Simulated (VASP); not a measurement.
# PbS (Pm-3m) in VASP: settings compared

PbS is run at these levels: revPBE+D3(BJ), revPBE, PBE; tasks: single point, relaxation of volume and atoms at fixed shape.

Everything below comes from runs of VASP 6.6.1. Logs are shortened: lines on timing, memory, paths and dates and some standing lists are left out, and cuts for length are marked.

### Step 1. The cell of the first run

Symmetry: Pm-3m, No. 221, cubic system. The conventional cell has a = 3.654 Å, b = 3.654 Å, c = 3.654 Å, α = 90.00°, β = 90.00°, γ = 90.00°. Within 4.2 Å of Pb (site symmetry m-3m) lie 8 S at 3.16 Å and 6 Pb at 3.65 Å. Within 4.2 Å of S (site symmetry m-3m) lie 8 Pb at 3.16 Å and 6 S at 3.65 Å.

### Step 2. Single point, revPBE+D3(BJ)

Contents of INCAR:

```
SYSTEM = PbS
PREC = Accurate
ENCUT = 500
EDIFF = 1E-6
ISMEAR = -4
SIGMA = 0.1
LREAL = .FALSE.
LASPH = .TRUE.
NELM = 120
ALGO = Normal
ISIF = 2
LWAVE = .FALSE.
LCHARG = .FALSE.
GGA = RE
IVDW = 12
NBANDS = 17
GGA_COMPAT = .FALSE.
```

Contents of KPOINTS:

```
regular mesh
0
G
  4 4 4
  0 0 0
```

Contents of POSCAR:

```
PbS
1.0
    3.6536590000      0.0000000000      0.0000000000
    0.0000000000      3.6536590000      0.0000000000
    0.0000000000      0.0000000000      3.6536590000
Pb S
1 1
Direct
    0.0000000000      0.0000000000      0.0000000000
    0.5000000000      0.5000000000      0.5000000000
```

Potentials or basis: VASP PAW PBE potentials, release 64 (Pb_d, S).

Command:

```
cat potpaw_PBE.64/Pb_d/POTCAR potpaw_PBE.64/S/POTCAR > POTCAR
mpirun -np 1 vasp_std > vasp.out
```

OUTCAR:

```text
SYSTEM = PbS
   PREC = Accurate
   ENCUT = 500
   EDIFF = 1E-6
   ISMEAR = -4
   LREAL = .FALSE.
   LASPH = .TRUE.
   NELM = 120
   ISIF = 2
   GGA = RE
   IVDW = 12
 IVDW          = 12

 ion  position               nearest neighbor table
   1  0.000  0.000  0.000-   2 3.16   2 3.16   2 3.16   2 3.16   2 3.16   2 3.16   2 3.16   2 3.16

   2  0.500  0.500  0.500-   1 3.16   1 3.16   1 3.16   1 3.16   1 3.16   1 3.16   1 3.16   1 3.16

  LATTYP: Found a simple cubic cell.
 ALAT       =     3.6536590000

  Lattice vectors:

 A1 = (   3.6536590000,   0.0000000000,   0.0000000000)
 A2 = (   0.0000000000,   3.6536590000,   0.0000000000)
 A3 = (   0.0000000000,   0.0000000000,   3.6536590000)

Analysis of symmetry for initial positions (statically):
=====================================================================
 Subroutine PRICEL returns:
 Original cell was already a primitive cell.

 Routine SETGRP: Setting up the symmetry group for a
 simple cubic supercell.

 Subroutine GETGRP returns: Found 48 space group operations
 (whereof 48 operations were pure point group operations)
 out of a pool of 48 trial point group operations.

The static configuration has the point symmetry O_h .

Analysis of symmetry for dynamics (positions and initial velocities):
=====================================================================
 Subroutine PRICEL returns:
 Original cell was already a primitive cell.

 Routine SETGRP: Setting up the symmetry group for a
 simple cubic supercell.

 Subroutine GETGRP returns: Found 48 space group operations
 (whereof 48 operations were pure point group operations)
 out of a pool of 48 trial point group operations.

The dynamic configuration has the point symmetry O_h .

 Subroutine INISYM returns: Found 48 space group operations
 (whereof 48 operations are pure point group operations),
 and found     1 'primitive' translations

----------------------------------------------------------------------------------------

                                     Primitive cell

  volume of cell :      48.7735

  direct lattice vectors                    reciprocal lattice vectors
     3.653659000  0.000000000  0.000000000     0.273698230  0.000000000  0.000000000
     0.000000000  3.653659000  0.000000000     0.000000000  0.273698230  0.000000000
     0.000000000  0.000000000  3.653659000     0.000000000  0.000000000  0.273698230

  length of vectors
     3.653659000  3.653659000  3.653659000     0.273698230  0.273698230  0.273698230

  position of ions in fractional coordinates (direct lattice)
[... 66 lines left out ...]
   EDIFF  = 0.1E-05   stopping-criterion for ELM
   LREAL  =      F    real-space projection
   EDIFFG = 0.1E-04   stopping-criterion for IOM
   NSW    =      0    number of steps for IOM
   IBRION =     -1    ionic relax: 0-MD 1-quasi-New 2-CG
   NFREE  =      0    steps in history (QN), initial steepest desc. (CG)
   ISIF   =      2    stress and relaxation
   ISYM   =      2    0-nonsym 1-usesym 2-fastsym
   POTIM  = 0.5000    time-step for ionic-motion
   TEBEG  =    0.0;   TEEND  =   0.0 temperature during run
   PSTRESS=    0.0 pullay stress
   NELECT =      20.0000    total number of electrons
   NUPDOWN=      -1.0000    fix difference up-down
   EMIN   =  10.00;   EMAX   =-10.00  energy-range for DOS
   EFERMI =   0.00;   METHOD = LEGACY
   ISMEAR =    -4;   SIGMA  =   0.10  broadening in eV -4-tet -1-fermi 0-gaus
   EFERMI_NEDOS =   21; number of points for ismear=-14 and -15
   IALGO  =     38    algorithm
   IMIX   =      4    mixing-type and parameters
     AMIX     =   0.40;   BMIX     =  1.00
     AMIX_MAG =   1.60;   BMIX_MAG =  1.00
  volume/ion in A,a.u.               =      24.39       164.57
  Fermi-wavevector in a.u.,A,eV,Ry     =   1.216252  2.298383 20.126668  1.479268
  Thomas-Fermi vector in A             =   2.351612
   LORBIT       =      0    0 simple, 1 ext, 2 COOP (PROOUT), +10 PAW based schemes
   GGA     = RE    functional components
   LHFCALC =     F    Hartree Fock is set to
   AEXX    =    0.0000 exact exchange contribution
   IVDW    =    12    specifies the selected vdW correction
   LEPSILON=     F    determine dielectric tensor
   LRPA    =     F    only Hartree local field effects (RPA)
 non-spin polarized calculation
 Fermi weights with tetrahedron method witout Bloechl corrections
  energy-cutoff  :      500.00
  volume of cell :       48.77
 maximum number of plane-waves:      1250
 NGX is ok and might be reduce to    28
   NGX = 13   NGY = 13   NGZ = 13

 number of electron      19.9999995 magnetization

 Free energy of the ion-electron system (eV)
  ---------------------------------------------------
  ext. energy  EPLUGINS =         0.00000000
  ---------------------------------------------------
  free energy    TOTEN  =        -7.52614608 eV

  energy without entropy =       -7.52614608  energy(sigma->0) =       -7.52614608

 E-fermi :   6.0924     XC(G=0): -10.0613

 val. band max:        6.1385152825   @ k =   0.5000   0.0000   0.0000
 cond. band min:       5.7645126094   @ k =   0.5000   0.5000   0.5000
 fundamental gap:     -0.3740026731
 Fermi energy:         6.0924254054

 k-point     1 :       0.0000    0.0000    0.0000
  band No.  band energies     occupation
      1     -10.8364      2.00000
      2     -10.8364      2.00000
      3     -10.6241      2.00000
      4     -10.6241      2.00000
      5     -10.6241      2.00000
      6      -6.8595      2.00000
[... 177 lines left out ...]
      4     -10.5787      2.00000
      5     -10.5787      2.00000
      6      -4.5362      2.00000
[... 9 lines left out ...]
     16      20.0171      0.00000
     17      22.6182      0.00000

------------------------ aborting loop because EDIFF is reached ----------------------------------------

 Edisp (eV)   -1.41210

 E8    (eV) :    -0.9997

  FORCE on cell =-STRESS in cart. coord.  units (eV):
  Direction    XX          YY          ZZ          XY          YZ          ZX
  --------------------------------------------------------------------------------------
  -------------------------------------------------------------------------------------
  Total      -0.67065    -0.67065    -0.67065    -0.00000    -0.00000     0.00000
  in kB     -22.03034   -22.03034   -22.03034    -0.00000    -0.00000     0.00000
  external pressure =      -22.03 kB  Pullay stress =        0.00 kB

 VOLUME and BASIS-vectors are now :
 -----------------------------------------------------------------------------
  energy-cutoff  :      500.00
  volume of cell :       48.77
      direct lattice vectors                 reciprocal lattice vectors
     3.653659000  0.000000000  0.000000000     0.273698230  0.000000000  0.000000000
     0.000000000  3.653659000  0.000000000     0.000000000  0.273698230  0.000000000
     0.000000000  0.000000000  3.653659000     0.000000000  0.000000000  0.273698230

 POSITION                                       TOTAL-FORCE (eV/Angst)
 -----------------------------------------------------------------------------------
      0.00000      0.00000      0.00000         0.000000      0.000000      0.000000
      1.82683      1.82683      1.82683         0.000000      0.000000      0.000000
 -----------------------------------------------------------------------------------
    total drift:                               -0.000000      0.000000      0.000000

  FREE ENERGIE OF THE ION-ELECTRON SYSTEM (eV)
  ---------------------------------------------------
  free  energy   TOTEN  =        -8.9382496924 eV

  energy  without entropy=       -8.9382496924  energy(sigma->0) =       -8.93824969
```

OSZICAR:

```text
N       E                     dE             d eps       ncg     rms          rms(c)
DAV:   1     0.161585131929E+03    0.16159E+03   -0.94268E+03   341   0.122E+03
DAV:   2     0.354625982938E+01   -0.15804E+03   -0.15319E+03   365   0.320E+02
DAV:   3    -0.800165025405E+01   -0.11548E+02   -0.11451E+02   435   0.900E+01
DAV:   4    -0.826313537882E+01   -0.26149E+00   -0.26133E+00   439   0.146E+01
DAV:   5    -0.827243132418E+01   -0.92959E-02   -0.92955E-02   494   0.269E+00    0.462E+00
DAV:   6    -0.754287549276E+01    0.72956E+00   -0.17372E+00   500   0.914E+00    0.350E+00
DAV:   7    -0.752666167239E+01    0.16214E-01   -0.21295E-01   429   0.233E+00    0.201E+00
DAV:   8    -0.752668243069E+01   -0.20758E-04   -0.24721E-02   436   0.159E+00    0.217E-01
DAV:   9    -0.752601979574E+01    0.66263E-03   -0.53663E-03   525   0.530E-01    0.130E-01
DAV:  10    -0.752614650850E+01   -0.12671E-03   -0.44472E-04   378   0.130E-01    0.860E-02
DAV:  11    -0.752614621879E+01    0.28970E-06   -0.84385E-05   451   0.102E-01    0.391E-02
DAV:  12    -0.752614607624E+01    0.14255E-06   -0.24769E-06   416   0.164E-02
   1 F= -.89382497E+01 E0= -.89382497E+01  d E =0.000000E+00
```

Run time: 10 s. Hardware: 1 thread of Intel Xeon Platinum 8488C (Sapphire Rapids), shared host; peak memory 0.16 GiB.

What came out:

| Item | Value |
| --- | --- |
| Free energy | -8.9382 eV |
| Pressure | -2.2 GPa |
| Band gap on the k mesh | zero (band 10 reaches 6.14 eV, above the bottom of band 11 at 5.76 eV) |
| Dispersion energy per atom | -0.706 eV |

Caveat: the k points lie up to 0.43 Å⁻¹ apart; the PAW data sets were made with another functional, which shifts forces and pressure a little; spin-orbit coupling is left out, which moves the levels of the heavy elements; pairwise dispersion overbinds metals, which lowers pressure and volume.

[end of part 1 of 3]
